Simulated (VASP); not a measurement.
# Al in VASP: notebook

Runs on Al. Level: LDA. Tasks: single point.

Everything below comes from runs of VASP 6.6.1. Logs are shortened: lines on timing, memory, paths and dates and some standing lists are left out, and cuts for length are marked.

### Step 1. The cell of the first run

The cell holds a slab with vacuum, 5 atoms: a = 2.817 Å, b = 2.817 Å, c = 23.967 Å, α = 90.00°, β = 90.00°, γ = 90.00°.

### Step 2. Single point, LDA

INCAR reads:

```
PREC     = Accurate       # precision mode
ENCUT    = 520            # plane-wave cutoff, eV
EDIFF    = 1E-7           # SCF threshold, eV
ISMEAR   = -1             # smearing method
SIGMA    = 0.08           # smearing width, eV
LREAL    = False          # projectors in reciprocal space
LASPH    = True           # aspherical terms in the spheres
NELM     = 80             # most SCF steps
ALGO     = Normal         # electronic algorithm
ISIF     = 2              # what is computed and relaxed
LWAVE    = False          # write WAVECAR
LCHARG   = True           # write CHGCAR
LDIPOL   = True         
IDIPOL   = 3            
DIPOL    = 0.5 0.5 0.500
LELF     = True           # ELF
LVHAR    = True         
LVACPOTAV= True         
NBANDS   = 16             # bands
EFIELD   = -0.5
```

KPOINTS reads:

```
Automatic mesh
0
Gamma
  14 14 1
```

POSCAR reads:

```
Al
1.0
    2.8168288156      0.0000000000      0.0000000000
    0.0000000000      2.8168288156      0.0000000000
    0.0000000000      0.0000000000     23.9672000000
Al
5
Direct
    0.0000000000      0.0000000000      0.3311100831
    0.5000000000      0.5000000000      0.4153402534
    0.0000000000      0.0000000000      0.4999999926
    0.5000000000      0.5000000000      0.5846597345
    0.0000000000      0.0000000000      0.6688899364
```

Potentials or basis: VASP PAW LDA potentials, release 64 (Al).

On the command line:

```bash
cat potpaw_LDA.64/Al/POTCAR > POTCAR
mpirun -np 1 vasp_std > vasp.out
```

OUTCAR:

```text
PREC = Accurate
   ENCUT = 520
   EDIFF = 1E-7
   ISMEAR = -1
   LREAL = False
   LASPH = True
   NELM = 80
   ISIF = 2

 ion  position               nearest neighbor table
   1  0.000  0.000  0.331-   2 2.84   2 2.84   2 2.84   2 2.84
   2  0.500  0.500  0.415-   1 2.84   1 2.84   1 2.84   1 2.84   3 2.84   3 2.84   3 2.84   3 2.84

   3  0.000  0.000  0.500-   2 2.84   2 2.84   2 2.84   2 2.84   4 2.84   4 2.84   4 2.84   4 2.84

   4  0.500  0.500  0.585-   5 2.84   5 2.84   5 2.84   5 2.84   3 2.84   3 2.84   3 2.84   3 2.84

   5  0.000  0.000  0.669-   4 2.84   4 2.84   4 2.84   4 2.84

  LATTYP: Found a simple tetragonal cell.
 ALAT       =     2.8168288156
 C/A-ratio  =     8.5085752699

  Lattice vectors:

 A1 = (   2.8168288156,   0.0000000000,   0.0000000000)
 A2 = (   0.0000000000,   2.8168288156,   0.0000000000)
 A3 = (   0.0000000000,   0.0000000000,  23.9672000000)

Analysis of symmetry for initial positions (statically):
=====================================================================
 Subroutine PRICEL returns:
 Original cell was already a primitive cell.

 Routine SETGRP: Setting up the symmetry group for a
 simple tetragonal supercell.

 Subroutine GETGRP returns: Found 16 space group operations
 (whereof 16 operations were pure point group operations)
 out of a pool of 16 trial point group operations.

The static configuration has the point symmetry D_4h.

Analysis of symmetry for dynamics (positions and initial velocities):
=====================================================================
 An external electric field (EFIELD) may reduce the allowed symmetry operations
 Subroutine PRICEL returns:
 Original cell was already a primitive cell.

 Routine SETGRP: Setting up the symmetry group for a
 simple tetragonal supercell.

 Subroutine GETGRP returns: Found  8 space group operations
 (whereof  8 operations were pure point group operations)
 out of a pool of 16 trial point group operations.

The dynamic configuration has the point symmetry C_4v.

 Subroutine INISYM returns: Found  8 space group operations
 (whereof  8 operations are pure point group operations),
 and found     1 'primitive' translations

----------------------------------------------------------------------------------------

                                     Primitive cell

  volume of cell :     190.1683

  direct lattice vectors                    reciprocal lattice vectors
     2.816828816  0.000000000  0.000000000     0.355009149  0.000000000  0.000000000
     0.000000000  2.816828816  0.000000000     0.000000000  0.355009149  0.000000000
     0.000000000  0.000000000 23.967200000     0.000000000  0.000000000  0.041723689

  length of vectors
     2.816828816  2.816828816 23.967200000     0.355009149  0.355009149  0.041723689

  position of ions in fractional coordinates (direct lattice)
     0.000000000  0.000000000  0.331110083
     0.500000000  0.500000000  0.415340253
     0.000000000  0.000000000  0.499999993
     0.500000000  0.500000000  0.584659735
     0.000000000  0.000000000  0.668889936

  ion indices of the primitive-cell ions
   primitive index   ion index
                 1           1
                 2           2
                 3           3
                 4           4
                 5           5

----------------------------------------------------------------------------------------

 KPOINTS: Automatic mesh

Automatic generation of k-mesh.
 Grid dimensions read from file:
 generate k-points for:   14   14    1

 Generating k-lattice:

  Cartesian coordinates                     Fractional coordinates (reciprocal lattice)
     0.025357796  0.000000000  0.000000000     0.071428571  0.000000000  0.000000000
     0.000000000  0.025357796  0.000000000     0.000000000  0.071428571  0.000000000
     0.000000000  0.000000000  0.041723689     0.000000000  0.000000000  1.000000000

  Length of vectors
     0.025357796  0.025357796  0.041723689

  Shift w.r.t. Gamma in fractional coordinates (k-lattice)
     0.000000000  0.000000000  0.000000000

 Subroutine IBZKPT returns following result:
 ===========================================

 Found     36 irreducible k-points:

 Following reciprocal coordinates:
            Coordinates               Weight
  0.000000  0.000000  0.000000      1.000000
  0.071429  0.000000  0.000000      4.000000
  0.142857  0.000000  0.000000      4.000000
  0.214286  0.000000  0.000000      4.000000
  0.285714  0.000000  0.000000      4.000000
  0.357143  0.000000  0.000000      4.000000
[... 16 lines left out ...]
  0.285714  0.214286  0.000000      8.000000
  0.357143  0.214286  0.000000      8.000000
 [... further k-points ...]
   k-points           NKPTS =     36   k-points in BZ     NKDIM =     36   number of bands    NBANDS=     16
   number of dos      NEDOS =    301   number of ions     NIONS =      5
   total plane-waves  NPLWV = 103680
   dimension x,y,z NGX =    24 NGY =   24 NGZ =  180
   dimension x,y,z NGXF=    48 NGYF=   48 NGZF=  360
   ions per type =               5
   NGX,Y,Z   is equivalent  to a cutoff of  14.16, 14.16, 12.49 a.u.
   NGXF,Y,Z  is equivalent  to a cutoff of  28.33, 28.33, 24.97 a.u.
 SYSTEM =  unknown system
   PREC   = accura    normal or accurate (medium, high low for compatibility)
   ISTART =      0    job   : 0-new  1-cont  2-samecut
   ICHARG =      2    charge: 1-file 2-atom 10-const
   ISPIN  =      1    spin polarized calculation?
   LNONCOLLINEAR =      F non collinear calculations
   LSORBIT =      F    spin-orbit coupling
   LASPH  =      T    aspherical Exc in radial PAW
   ENCUT  =  520.0 eV  38.22 Ry    6.18 a.u.   5.24  5.24 44.56*2*pi/ulx,y,z
   NELM   =     80;   NELMIN=  2; NELMDL= -5     # of ELM steps
   EDIFF  = 0.1E-06   stopping-criterion for ELM
   LREAL  =      F    real-space projection
   EDIFFG = 0.1E-05   stopping-criterion for IOM
   NSW    =      0    number of steps for IOM
   IBRION =     -1    ionic relax: 0-MD 1-quasi-New 2-CG
   NFREE  =      0    steps in history (QN), initial steepest desc. (CG)
   ISIF   =      2    stress and relaxation
   ISYM   =      2    0-nonsym 1-usesym 2-fastsym
   POTIM  = 0.5000    time-step for ionic-motion
   TEBEG  =    0.0;   TEEND  =   0.0 temperature during run
   PSTRESS=    0.0 pullay stress
   NELECT =      15.0000    total number of electrons
   NUPDOWN=      -1.0000    fix difference up-down
   EMIN   =  10.00;   EMAX   =-10.00  energy-range for DOS
   EFERMI =   0.00;   METHOD = LEGACY
   ISMEAR =    -1;   SIGMA  =   0.08  broadening in eV -4-tet -1-fermi 0-gaus
   EFERMI_NEDOS =   21; number of points for ismear=-14 and -15
   IALGO  =     38    algorithm
   IMIX   =      4    mixing-type and parameters
     AMIX     =   0.40;   BMIX     =  1.00
     AMIX_MAG =   1.60;   BMIX_MAG =  1.00
  volume/ion in A,a.u.               =      38.03       256.66
  Fermi-wavevector in a.u.,A,eV,Ry     =   0.702090  1.326757  6.706716  0.492930
  Thomas-Fermi vector in A             =   1.786694
   LORBIT       =      0    0 simple, 1 ext, 2 COOP (PROOUT), +10 PAW based schemes
   GGA     = CA    functional components
   LHFCALC =     F    Hartree Fock is set to
   AEXX    =    0.0000 exact exchange contribution
   IVDW    =     0    specifies the selected vdW correction
   LEPSILON=     F    determine dielectric tensor
   LRPA    =     F    only Hartree local field effects (RPA)
 non-spin polarized calculation
  energy-cutoff  :      520.00
  volume of cell :      190.17
 maximum number of plane-waves:      5185
 NGX is ok and might be reduce to    24
   NGX = 11   NGY = 11   NGZ = 89

 number of electron      15.0000000 magnetization

 dipolmoment           0.000000      0.000000     -0.250067 electrons x Angstroem

 Free energy of the ion-electron system (eV)
  ---------------------------------------------------
  ext. energy  EPLUGINS =         0.00000000
  ---------------------------------------------------
  free energy    TOTEN  =       -19.96106011 eV

  energy without entropy =      -19.91007856  energy(sigma->0) =      -19.93556934

 E-fermi :   0.8767     XC(G=0):  -5.2564

 val. band max:        0.8747407972   @ k =   0.4286   0.3571   0.0000
 cond. band min:       0.8830610840   @ k =   0.3571   0.0714   0.0000
 fundamental gap:      0.0083202868
 Fermi energy:         0.8766624999

 k-point     1 :       0.0000    0.0000    0.0000
  band No.  band energies     occupation
      1     -10.0785      2.00000
      2      -9.1538      2.00000
      3      -7.6619      2.00000
      4      -5.6782      2.00000
      5      -3.2209      2.00000
      6      -1.3437      2.00000
[... 8 lines left out ...]
     15       7.4962      0.00000
     16       7.8236      0.00000

 k-point     2 :       0.0714    0.0000    0.0000
  band No.  band energies     occupation
      1      -9.9837      2.00000
      2      -9.0597      2.00000
      3      -7.5686      2.00000
      4      -5.5858      2.00000
      5      -3.1288      2.00000
      6      -1.2558      2.00000
[... 8 lines left out ...]
     15       7.1257      0.00000
     16       7.9043      0.00000

 k-point     3 :       0.1429    0.0000    0.0000
  band No.  band energies     occupation
      1      -9.6999      2.00000
      2      -8.7775      2.00000
      3      -7.2889      2.00000
      4      -5.3089      2.00000
      5      -2.8533      2.00000
      6      -0.9924      2.00000
[... 8 lines left out ...]
     15       7.0371      0.00000
     16       7.3483      0.00000
[... 362 lines left out ...]
 k-point    23 :       0.2857    0.2143    0.0000
  band No.  band energies     occupation
      1      -7.7299      2.00000
      2      -6.8188      2.00000
      3      -5.3472      2.00000
      4      -3.3877      2.00000
      5      -0.9611      2.00000
      6      -0.2246      2.00000
[... 8 lines left out ...]
     15       5.8084      0.00000
     16       6.2946      0.00000

 k-point    24 :       0.3571    0.2143    0.0000
  band No.  band energies     occupation
      1      -6.8946      2.00000
      2      -5.9884      2.00000
      3      -4.5243      2.00000
      4      -2.5750      2.00000
      5      -1.8441      2.00000
      6      -0.9587      2.00000
[... 8 lines left out ...]
     15       5.7290      0.00000
     16       6.4886      0.00000

 [... further k-points ...]

------------------------ aborting loop because EDIFF is reached ----------------------------------------

  FORCE on cell =-STRESS in cart. coord.  units (eV):
  Direction    XX          YY          ZZ          XY          YZ          ZX
  --------------------------------------------------------------------------------------
  -------------------------------------------------------------------------------------
  Total       -2.0865092     -2.0865092     -0.0310497      0.0000000      0.0000000      0.0000000
  in kB      -17.5789398    -17.5789398     -0.2615956      0.0000000      0.0000000      0.0000000
  external PRESSURE =     -11.8064918 kB  Pullay stress =       0.0000000 kB

 VOLUME and BASIS-vectors are now :
 -----------------------------------------------------------------------------
  energy-cutoff  :      520.00
  volume of cell :      190.17
      direct lattice vectors                 reciprocal lattice vectors
     2.816828816  0.000000000  0.000000000     0.355009149  0.000000000  0.000000000
     0.000000000  2.816828816  0.000000000     0.000000000  0.355009149  0.000000000
     0.000000000  0.000000000 23.967200000     0.000000000  0.000000000  0.041723689

 POSITION                                       TOTAL-FORCE (eV/Angst)
 -----------------------------------------------------------------------------------
      0.00000      0.00000      7.93578         0.000000      0.000000     -0.002466
      1.40841      1.40841      9.95454         0.000000      0.000000     -0.001672
      0.00000      0.00000     11.98360         0.000000     -0.000000     -0.004301
      1.40841      1.40841     14.01266         0.000000      0.000000     -0.010005
      0.00000      0.00000     16.03142        -0.000000     -0.000000      0.018444
 -----------------------------------------------------------------------------------
    total drift:                               -0.000000      0.000000     -0.000060

  FREE ENERGIE OF THE ION-ELECTRON SYSTEM (eV)
  ---------------------------------------------------
  free  energy   TOTEN  =       -19.9610601136 eV

  energy  without entropy=      -19.9100785648  energy(sigma->0) =      -19.93556934
```

Wall time 6.4 min (1 thread of Intel Xeon 8259CL, shared host); peak memory 0.27 GiB.

What came out:

* Free energy: -19.9611 eV
* Largest force: 0.018 eV/Å
* Band gap on the k mesh: zero (an odd number of electrons rules out a gap without spin polarisation)

Forces in eV/Å, atoms in the order of the input:
```
Al   0.000  0.000 -0.002
Al   0.000  0.000 -0.002
Al   0.000  0.000 -0.004
Al   0.000  0.000 -0.010
Al   0.000  0.000  0.018
```

Levels at points of the mesh, in eV from the Fermi level:
| k point | band 5 | band 6 | band 7 | band 8 | band 9 | band 10 | band 11 | band 12 |
| --- | --- | --- | --- | --- | --- | --- | --- | --- |
| (0.00, 0.00, 0.00) | -4.10 | -2.22 | 0.83 | 2.56 | 3.34 | 4.56 | 5.62 | 5.74 |
| (0.50, 0.00, 0.00) | -4.05 | -4.02 | -2.24 | -1.95 | 0.02 | 0.71 | 1.75 | 2.56 |
| (0.50, 0.50, 0.00) | -1.23 | -1.14 | -0.48 | -0.35 | -0.35 | -0.01 | 1.02 | 1.46 |

### Step 3. Single point, LDA

INCAR reads:

```
SYSTEM = Al
ALGO     = Normal         ! electronic algorithm
DIPOL    = 0.5 0.5 0.500
EDIFF    = 1E-6           ! SCF threshold, eV
EFIELD   = -0.5         
ENCUT    = 520            ! plane-wave cutoff, eV
IDIPOL   = 3            
ISIF     = 2              ! what is computed and relaxed
ISMEAR   = -1             ! smearing method
LASPH    = .TRUE.         ! aspherical terms in the spheres
LCHARG   = .FALSE.        ! write CHGCAR
LDIPOL   = .TRUE.       
LREAL    = .FALSE.        ! projectors in reciprocal space
LWAVE    = .FALSE.        ! write WAVECAR
NBANDS   = 16             ! bands
NELM     = 100            ! most SCF steps
PREC     = Accurate       ! precision mode
SIGMA    = 0.08           ! smearing width, eV
```

KPOINTS reads:

```
k-points
0
G
  14 14 1
  0 0 0
```

POSCAR is that of step 2.

Potentials or basis: VASP PAW LDA potentials, release 64 (Al).

On the command line:

```bash
cat potpaw_LDA.64/Al/POTCAR > POTCAR
mpirun -np 1 vasp_std > vasp.out
```

Wall time 5.4 min (1 thread of Intel Xeon 8259CL, shared host); peak memory 0.28 GiB.

The run converged. Its results:

- Free energy: -19.9611 eV
- Largest force: 0.018 eV/Å
- Band gap on the k mesh: zero (an odd number of electrons rules out a gap without spin polarisation)

Forces in eV/Å, atoms in the order of the input:
```
Al   0.000  0.000 -0.002
Al   0.000  0.000 -0.002
Al   0.000  0.000 -0.004
Al   0.000  0.000 -0.010
Al   0.000  0.000  0.018
```

Levels at points of the mesh, in eV from the Fermi level:
| k point | band 4 | band 5 | band 6 | band 7 | band 8 | band 9 | band 10 | band 11 | band 12 | band 13 |
| --- | --- | --- | --- | --- | --- | --- | --- | --- | --- | --- |
| (0.00, 0.00, 0.00) | -6.55 | -4.10 | -2.22 | 0.83 | 2.55 | 3.32 | 4.55 | 5.61 | 5.74 | 6.15 |
| (0.50, 0.00, 0.00) | -5.42 | -4.05 | -4.02 | -2.24 | -1.95 | 0.02 | 0.71 | 1.75 | 2.56 | 4.98 |
| (0.50, 0.50, 0.00) | -1.73 | -1.23 | -1.14 | -0.48 | -0.35 | -0.35 | -0.01 | 1.02 | 1.46 | 1.52 |

### Step 4. Single point, LDA

INCAR reads:

```
SYSTEM = Al
PREC = Accurate
ENCUT = 520
EDIFF = 1E-6
ISMEAR = -1
SIGMA = 0.08
LREAL = .False.
LASPH = .True.
NELM = 100
ALGO = Normal
ISIF = 2
LWAVE = .False.
LCHARG = .False.
LDIPOL = .True.
IDIPOL = 3
DIPOL = 0.5 0.5 0.500
NBANDS = 16
```

KPOINTS reads:

```
Automatic mesh
0
Gamma
  14 14 1
  0 0 0
```

POSCAR is that of step 3.

On the command line:

```bash
cat potpaw_LDA.64/Al/POTCAR > POTCAR
mpirun -np 1 vasp_std > vasp.out
```

Wall time 3.6 min (1 thread of Intel Xeon 8259CL, shared host); peak memory 0.27 GiB.

It converged, with:

```yaml
Free_energy: -19.8986 eV
Largest_force: 0.006 eV/Å
Band_gap_on_the_k_mesh: zero (an odd number of electrons rules out a gap without spin polarisation)
```

Forces on the atoms (eV/Å):
```
Al   0.000  0.000 -0.006
Al   0.000  0.000  0.004
Al   0.000  0.000  0.000
Al   0.000  0.000 -0.004
Al   0.000  0.000  0.006
```

Levels at points of the mesh, in eV from the Fermi level:
```tsv
k point	band 6	band 7	band 8	band 9	band 10	band 11
(0.00, 0.00, 0.00)	-2.22	0.85	2.98	4.06	5.09	5.11
(0.50, 0.00, 0.00)	-4.02	-2.24	-1.95	0.02	0.71	1.74
(0.50, 0.50, 0.00)	-1.14	-0.48	-0.35	-0.35	-0.01	1.02
```

### Step 5. Single point, LDA

INCAR reads:

```
SYSTEM = Al
ALGO = Normal
EDIFF = 1E-7
ENCUT = 520
ISIF = 2
ISMEAR = -1
LASPH = .TRUE.
LCHARG = .TRUE.
LELF = .TRUE.
LREAL = .FALSE.
LVHAR = .TRUE.
LWAVE = .FALSE.
NBANDS = 16
NELM = 80
PREC = Accurate
SIGMA = 0.08
```

KPOINTS reads:

```
k-points
0
G
  14 14 1
  0 0 0
```

POSCAR is that of step 4.

On the command line:

```bash
cat potpaw_LDA.64/Al/POTCAR > POTCAR
mpirun -np 1 vasp_std > vasp.out
```

Wall time 4.6 min (1 thread of Intel Xeon 8259CL, shared host); peak memory 0.27 GiB.

Results (log left out):

* Free energy: -19.8986 eV
* Largest force: 0.006 eV/Å
* Band gap on the k mesh: zero (an odd number of electrons rules out a gap without spin polarisation)

Forces on the atoms (eV/Å):
```
Al   0.000  0.000 -0.006
Al   0.000  0.000  0.004
Al   0.000  0.000  0.000
Al   0.000  0.000 -0.004
Al   0.000  0.000  0.006
```

Levels at points of the mesh, in eV from the Fermi level:
| k point | band 4 | band 5 | band 6 | band 7 | band 8 | band 9 | band 10 | band 11 | band 12 | band 13 |
| --- | --- | --- | --- | --- | --- | --- | --- | --- | --- | --- |
| (0.00, 0.00, 0.00) | -6.55 | -4.10 | -2.22 | 0.85 | 2.98 | 4.06 | 5.08 | 5.11 | 5.75 | 6.15 |
| (0.50, 0.00, 0.00) | -5.42 | -4.05 | -4.02 | -2.24 | -1.95 | 0.02 | 0.71 | 1.74 | 2.56 | 4.99 |
| (0.50, 0.50, 0.00) | -1.73 | -1.23 | -1.14 | -0.48 | -0.35 | -0.35 | -0.01 | 1.02 | 1.46 | 1.52 |

Caveat: there is no dipole correction, which matters where the two faces differ.

### Step 6. The runs side by side

| dipole correction | electric field (eV/Å) | gap on the mesh (eV) | largest force (eV/Å) |
| --- | --- | --- | --- |
| yes | -0.5 eV/Å | none | 0.02 |
| yes | - | none | 0.01 |
| no | - | none | 0.01 |

Alike in all rows: task single point; level LDA; potentials or basis VASP PAW LDA potentials, release 64 (Al); no spin polarisation; cell as given; k mesh 14 × 14 × 1; cutoff (eV) 520; smearing fermi-dirac 0.08 eV.

Caveats: there is no dipole correction, which matters where the two faces differ (at least some runs).

Total energies depend on the potentials used, so only differences within one code and one set of settings carry meaning.
